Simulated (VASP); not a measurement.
Set up this calculation in VASP 6.6.1, as the native input.

| Property | Result |
| --- | --- |
| Task | single point |
| Functional | PBEsol |
| Potentials or basis | VASP PAW PBE potentials, release 64 (Ni, I) |
| Cutoff | 520 eV |
| k mesh | 6 × 6 × 6 |
| Occupations | gaussian, width 0.05 eV |
| Spin | collinear spin, ferromagnetic start |
| Starting moments | [0.32, 0.0, 0.0, 0.0] μB |
| Dipole correction | no |
| Further INCAR settings | ALGO = Normal; EDIFF = 1e-06; NBANDS = 28 |

The structure of NiI3 lies in POSCAR:

```
NiI3
1.0
    5.5443219366      0.0000000000      0.0000000000
    0.0000000000      5.5443219366      0.0000000000
    0.0000000000      0.0000000000      5.5443219366
Ni I
1 3
Direct
    0.0000000000      0.0000000000      0.0000000000
    0.5000000000      0.0000000000      0.0000000000
    0.0000000000      0.0000000000      0.5000000000
    0.0000000000      0.5000000000      0.0000000000
```

These files were run (other wordings do the same):

INCAR

```
  PREC = Accurate
  ENCUT = 520
  EDIFF = 1E-6
  ISMEAR = 0
  SIGMA = 0.05
  LREAL = F
  LASPH = T
  NELM = 150
  ALGO = Normal
  ISIF = 2
  LWAVE = F
  LCHARG = F
  ISPIN = 2
  MAGMOM = 0.32 0 0 0
  LORBIT = 11
  LMAXMIX = 4
  GGA = PS
  NBANDS = 28
```

KPOINTS

```
regular mesh
0
Gamma
  6 6 6
```

Potentials or basis: VASP PAW PBE potentials, release 64 (Ni, I).

The run is started by

```console
$ cat potpaw_PBE.64/Ni/POTCAR potpaw_PBE.64/I/POTCAR > POTCAR
$ mpirun -np 1 vasp_std > vasp.out
```

Results of the run:

```
Pressure                                              : -4.1 GPa
Net moment                                            : 0.73 μB per cell
Site moments                                          : Ni +0.25; I +0.11 μB
Valence electrons inside the program's atomic spheres : Ni 8.92; I 4.19
```

Caveat: the cell stands under tension; the PAW data sets were made with another functional, which shifts forces and pressure a little.

Run time: 2.7 min on 1 thread of Intel(R) Xeon(R) Platinum 8488C (Sapphire Rapids) (shared host), peak memory 0.39 GiB.
